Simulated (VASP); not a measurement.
A run of VASP 6.6.1 is set up as follows.

The input INCAR:

```
PREC     = Accurate       # precision mode
ENCUT    = 520            # plane-wave cutoff, eV
EDIFF    = 1E-6           # SCF threshold, eV
ISMEAR   = 0              # smearing method
SIGMA    = 0.15           # smearing width, eV
LREAL    = False          # projectors in reciprocal space
LASPH    = True           # aspherical terms in the spheres
NELM     = 100            # most SCF steps
ALGO     = Normal         # electronic algorithm
ISIF     = 2              # what is computed and relaxed
LWAVE    = False          # write WAVECAR
LCHARG   = False          # write CHGCAR
GGA      = PE             # functional
NBANDS   = 32             # bands
```

KPOINTS

```
Automatic mesh
0
Gamma
  12 12 12
```

Contents of POSCAR:

```
Zr3S2
1.0
    2.8952118352      1.6715513324      3.6543929211
   -2.8952118352      1.6715513324      3.6543929211
    0.0000000000     -3.3431026648      3.6543929212
Zr S
3 2
Direct
    0.1621066357      0.8378933643      0.5000000000
    0.5000000000      0.1621066357      0.8378933643
    0.8378933643      0.5000000000      0.1621066357
    0.3347765468      0.3347765468      0.3347765468
    0.6652234532      0.6652234532      0.6652234532
```

Potentials or basis: VASP PAW PBE potentials, release 64 (Zr_sv, S).

Launch:

```bash
$ cat potpaw_PBE.64/Zr_sv/POTCAR potpaw_PBE.64/S/POTCAR > POTCAR
$ mpirun -np 1 vasp_std > vasp.out
```

**Question.** What does it give for the pressure?

**Answer.** -5.3 GPa.

**Question.** Estimate the largest force.

**Answer.** 0.053 eV/Å.

Stress tensor (GPa, compression positive):
```
-3.71  0.00  0.00
 0.00 -3.71  0.00
 0.00  0.00 -8.59
```

Caveat: the cell differs from its parent crystal (strain +0.000 along x and y, +0.050 along z).
